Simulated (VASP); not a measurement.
# CdTe in VASP: further runs, part 2 of 2

VASP 6.6.1. Earlier steps stand in the parts before.

## (3) Single point, PBE, collinear spin

This run uses another cell than the first one: it holds 14 atoms, not 8.

Input file INCAR:

```
SYSTEM = CdTe
ALGO = Normal
EDIFF = 1E-6
ENCUT = 400
GGA = PE
GGA_COMPAT = .FALSE.
ISIF = 2
ISMEAR = 0
ISPIN = 2
KPAR = 2
LASPH = .TRUE.
LCHARG = .TRUE.
LORBIT = 11
LREAL = .FALSE.
LVHAR = .TRUE.
LWAVE = .FALSE.
MAGMOM = 0.3 0.3 0.3 0.3 0.3 0.3 0.3 0.3 0.3 0.3 0.3 0.3 0.3 0.3
NBANDS = 80
NCORE = 2
NELM = 200
PREC = Accurate
SIGMA = 0.05
```

Input file KPOINTS:

```
k-points
0
G
  1 1 7
  0 0 0
```

Input file POSCAR:

```
CdTe
1.0
   18.4000000000      0.0000000000      0.0000000000
    0.0000000000     19.2000000000      0.0000000000
    0.0000000000      0.0000000000      4.6791895172
Cd Te
7 7
Direct
    0.5000000000      0.5000000000      0.0000000000
    0.3728481109      0.6723274291      0.5000000000
    0.3728481109      0.3276725709      0.5000000000
    0.6271518891      0.6723274291      0.5000000000
    0.6271518891      0.3276725709      0.5000000000
    0.2456962219      0.5000000000      0.0000000000
    0.7543037781      0.5000000000      0.0000000000
    0.5000000000      0.5861637145      0.5000000000
    0.5000000000      0.2415088564      0.5000000000
    0.6271518891      0.4138362855      0.0000000000
    0.3728481109      0.7584911436      0.0000000000
    0.3728481109      0.4138362855      0.0000000000
    0.2456962219      0.5861637145      0.5000000000
    0.7543037781      0.5861637145      0.5000000000
```

Potentials or basis: VASP PAW PBE potentials, release 64 (Cd, Te).

Started as:

```
> cat potpaw_PBE.64/Cd/POTCAR potpaw_PBE.64/Te/POTCAR > POTCAR
> mpirun -np 4 vasp_std > vasp.out
```

OUTCAR:

```text
SYSTEM = CdTe
   EDIFF = 1E-6
   ENCUT = 400
   GGA = PE
   ISIF = 2
   ISMEAR = 0
   ISPIN = 2
   LASPH = .TRUE.
   LORBIT = 11
   LREAL = .FALSE.
   NELM = 200
   PREC = Accurate

 ion  position               nearest neighbor table
   1  0.500  0.500  0.000-   8 2.87   8 2.87  12 2.87  10 2.87
   2  0.373  0.672  0.500-  11 2.87  11 2.87  13 2.87   8 2.87
   3  0.373  0.328  0.500-   9 2.87  12 2.87  12 2.87
   4  0.627  0.672  0.500-  14 2.87   8 2.87
   5  0.627  0.328  0.500-   9 2.87  10 2.87  10 2.87
   6  0.246  0.500  0.000-  12 2.87  13 2.87  13 2.87
   7  0.754  0.500  0.000-  10 2.87  14 2.87  14 2.87
   8  0.500  0.586  0.500-   1 2.87   1 2.87   4 2.87   2 2.87
   9  0.500  0.242  0.500-   3 2.87   5 2.87
  10  0.627  0.414  0.000-   7 2.87   1 2.87   5 2.87   5 2.87
  11  0.373  0.758  0.000-   2 2.87   2 2.87
  12  0.373  0.414  0.000-   6 2.87   1 2.87   3 2.87   3 2.87
  13  0.246  0.586  0.500-   6 2.87   6 2.87   2 2.87
  14  0.754  0.586  0.500-   7 2.87   7 2.87   4 2.87

  LATTYP: Found a simple orthorhombic cell.
 ALAT       =     4.6791895172
 B/A-ratio  =     3.9323049285
 C/A-ratio  =     4.1032747080

  Lattice vectors:

 A1 = (   0.0000000000,   0.0000000000,   4.6791895172)
 A2 = (  18.4000000000,   0.0000000000,   0.0000000000)
 A3 = (   0.0000000000,  19.2000000000,   0.0000000000)

Analysis of symmetry for initial positions (statically):
=====================================================================
 Subroutine PRICEL returns:
 Original cell was already a primitive cell.

 Routine SETGRP: Setting up the symmetry group for a
 simple orthorhombic supercell.

 Subroutine GETGRP returns: Found  2 space group operations
 (whereof  2 operations were pure point group operations)
 out of a pool of  8 trial point group operations.

The static configuration has the point symmetry C_1h.

Analysis of symmetry for dynamics (positions and initial velocities):
=====================================================================
 Subroutine PRICEL returns:
 Original cell was already a primitive cell.

 Routine SETGRP: Setting up the symmetry group for a
 simple orthorhombic supercell.

 Subroutine GETGRP returns: Found  2 space group operations
 (whereof  2 operations were pure point group operations)
 out of a pool of  8 trial point group operations.

The dynamic configuration has the point symmetry C_1h.

Analysis of structural, dynamic, and magnetic symmetry:
=====================================================================
 Subroutine PRICEL returns:
 Original cell was already a primitive cell.

 Routine SETGRP: Setting up the symmetry group for a
 simple orthorhombic supercell.

 Subroutine GETGRP returns: Found  2 space group operations
 (whereof  2 operations were pure point group operations)
 out of a pool of  8 trial point group operations.

The overall configuration has the point symmetry C_1h.

 Subroutine INISYM returns: Found  2 space group operations
 (whereof  2 operations are pure point group operations),
 and found     1 'primitive' translations

[... 123 lines left out ...]
   LHFCALC =     F    Hartree Fock is set to
   AEXX    =    0.0000 exact exchange contribution
   IVDW    =     0    specifies the selected vdW correction
   LEPSILON=     F    determine dielectric tensor
   LRPA    =     F    only Hartree local field effects (RPA)
 spin polarized calculation
 Gauss-broadening in eV      SIGMA  =   0.05
  energy-cutoff  :      400.00
  volume of cell :     1653.06
 maximum number of plane-waves:     30091
   NGX = 61   NGY = 63   NGZ = 15

 number of electron     125.9999933 magnetization       0.5415671

 Free energy of the ion-electron system (eV)
  ---------------------------------------------------
  ext. energy  EPLUGINS =         0.00000000
  ---------------------------------------------------
  free energy    TOTEN  =       -27.35778199 eV

  energy without entropy =      -27.34761340  energy(sigma->0) =      -27.35269769

 E-fermi :  -2.4134     XC(G=0):  -3.3191

 val. band max:       -2.4250715723   @ k =   0.0000   0.0000   0.1429
 cond. band min:      -2.4100338153   @ k =   0.0000   0.0000   0.2857
 fundamental gap:      0.0150377571
 Fermi energy:        -2.4134401385

 spin component 1

 k-point     1 :       0.0000    0.0000    0.0000
  band No.  band energies     occupation
      1     -13.9529      1.00000
      2     -13.8169      1.00000
      3     -13.6750      1.00000
      4     -13.2151      1.00000
      5     -12.7042      1.00000
      6     -12.5606      1.00000
[... 301 lines left out ...]
     74       0.9384      0.00000
     75       1.1754      0.00000
 Fermi energy:        -2.4134401385

 spin component 2

 k-point     1 :       0.0000    0.0000    0.0000
  band No.  band energies     occupation
      1     -13.9531      1.00000
      2     -13.8173      1.00000
      3     -13.6737      1.00000
      4     -13.2175      1.00000
      5     -12.6933      1.00000
      6     -12.5566      1.00000
[... 301 lines left out ...]
     74       0.9414      0.00000
     75       1.1772      0.00000
 [bands above 75 left out]

------------------------ aborting loop because EDIFF is reached ----------------------------------------

  FORCE on cell =-STRESS in cart. coord.  units (eV):
  Direction    XX          YY          ZZ          XY          YZ          ZX
  --------------------------------------------------------------------------------------
  -------------------------------------------------------------------------------------
  Total       -1.7142767     -2.3510388     -4.8305567     -0.4927898      0.0000000      0.0000000
  in kB       -1.6615057     -2.2786661     -4.6818563     -0.4776201      0.0000000      0.0000000
  external PRESSURE =      -2.8740094 kB  Pullay stress =       0.0000000 kB

 VOLUME and BASIS-vectors are now :
 -----------------------------------------------------------------------------
  energy-cutoff  :      400.00
  volume of cell :     1653.06
      direct lattice vectors                 reciprocal lattice vectors
    18.400000000  0.000000000  0.000000000     0.054347826  0.000000000  0.000000000
     0.000000000 19.200000000  0.000000000     0.000000000  0.052083333  0.000000000
     0.000000000  0.000000000  4.679189517     0.000000000  0.000000000  0.213712224

 POSITION                                       TOTAL-FORCE (eV/Angst)
 -----------------------------------------------------------------------------------
      9.20000      9.60000      0.00000         0.026654      0.297034      0.000000
      6.86041     12.90869      2.33959        -0.225505      0.476911      0.000000
      6.86041      6.29131      2.33959         1.169868      0.201303      0.000000
     11.53959     12.90869      2.33959         0.075403     -0.367533      0.000000
     11.53959      6.29131      2.33959        -1.204928      0.148067      0.000000
      4.52081      9.60000      0.00000         0.500066      0.982720      0.000000
     13.87919      9.60000      0.00000        -0.563569      0.659058      0.000000
      9.20000     11.25434      2.33959         0.026911     -0.199268      0.000000
      9.20000      4.63697      2.33959         0.059025     -0.181753      0.000000
     11.53959      7.94566      0.00000         0.776127     -0.458825      0.000000
      6.86041     14.56303      0.00000         0.061336     -0.320790      0.000000
      6.86041      7.94566      0.00000        -0.671587     -0.515752      0.000000
      4.52081     11.25434      2.33959        -0.629054     -0.600532      0.000000
     13.87919     11.25434      2.33959         0.599254     -0.120639      0.000000
 -----------------------------------------------------------------------------------
    total drift:                               -0.000072     -0.000217      0.000000

  FREE ENERGIE OF THE ION-ELECTRON SYSTEM (eV)
  ---------------------------------------------------
  free  energy   TOTEN  =       -27.3577819861 eV

  energy  without entropy=      -27.3476134008  energy(sigma->0) =      -27.35269769

 total charge

# of ion       s       p       d       tot
------------------------------------------
    1        0.478   0.273   9.524  10.276
    2        0.473   0.287   9.520  10.280
    3        0.500   0.218   9.531  10.249
    4        0.574   0.143   9.529  10.246
    5        0.500   0.218   9.531  10.249
    6        0.505   0.222   9.529  10.256
    7        0.506   0.221   9.529  10.255
    8        1.370   1.999   0.019   3.389
    9        1.381   1.932   0.009   3.322
   10        1.366   2.006   0.019   3.391
   11        1.383   1.930   0.010   3.323
   12        1.367   2.007   0.019   3.392
   13        1.372   1.975   0.014   3.361
   14        1.376   1.975   0.014   3.365
--------------------------------------------------
tot         13.151  15.406  66.797  95.354

 magnetization (x)

# of ion       s       p       d       tot
------------------------------------------
    1       -0.001  -0.000   0.000  -0.001
    2       -0.006  -0.005   0.007  -0.004
    3       -0.000  -0.000   0.000  -0.000
    4       -0.005  -0.001   0.000  -0.006
    5       -0.001  -0.000   0.000  -0.001
    6       -0.002   0.000   0.000  -0.001
    7       -0.000  -0.000   0.000  -0.001
    8       -0.001   0.002  -0.000   0.001
    9        0.000   0.004  -0.000   0.005
   10       -0.000   0.000  -0.000  -0.000
   11        0.004   0.263   0.000   0.268
   12        0.000  -0.001  -0.000  -0.001
   13       -0.000   0.007  -0.000   0.007
   14       -0.000  -0.002  -0.000  -0.002
--------------------------------------------------
tot         -0.011   0.268   0.007   0.264
```

It took 12 min on 4 MPI ranks of Intel Xeon Platinum 8375C at 2.90GHz (Ice Lake), shared host; peak memory 0.88 GiB.

Results:

| Item | Value |
| --- | --- |
| Free energy | -27.3578 eV |
| Largest force | 1.214 eV/Å |
| Net moment | 0.54 μB per cell |
| Site moments | Cd -0.00, -0.01 (each value once); Te +0.00, +0.01, -0.00, +0.27 (each value once) μB |
| Valence electrons inside the program's atomic spheres | Cd 10.28, 10.25, 10.26 (each value once); Te 3.39, 3.32, 3.36, 3.37 (each value once) |

Forces on the atoms (eV/Å):
```
Cd   0.027  0.297  0.000
Cd  -0.226  0.477  0.000
Cd   1.170  0.201  0.000
Cd   0.075 -0.368  0.000
Cd  -1.205  0.148  0.000
Cd   0.500  0.983  0.000
Cd  -0.564  0.659  0.000
Te   0.027 -0.199  0.000
Te   0.059 -0.182  0.000
Te   0.776 -0.459  0.000
Te   0.061 -0.321  0.000
Te  -0.672 -0.516  0.000
Te  -0.629 -0.601  0.000
Te   0.599 -0.121  0.000
```

Levels at points of the mesh, in eV from the Fermi level:
Spin up:
```
           k point  band 61  band 62  band 63  band 64  band 65  band 66
(0.00, 0.00, 0.00)    -0.52    -0.37    -0.25     0.16     0.42     0.96
```
Spin down:
```
           k point  band 60  band 61  band 62  band 63  band 64  band 65
(0.00, 0.00, 0.00)    -0.53    -0.43    -0.12    -0.12     0.17     0.43
```

Caveat: spin-orbit coupling is left out, which moves the levels of the heavy elements.
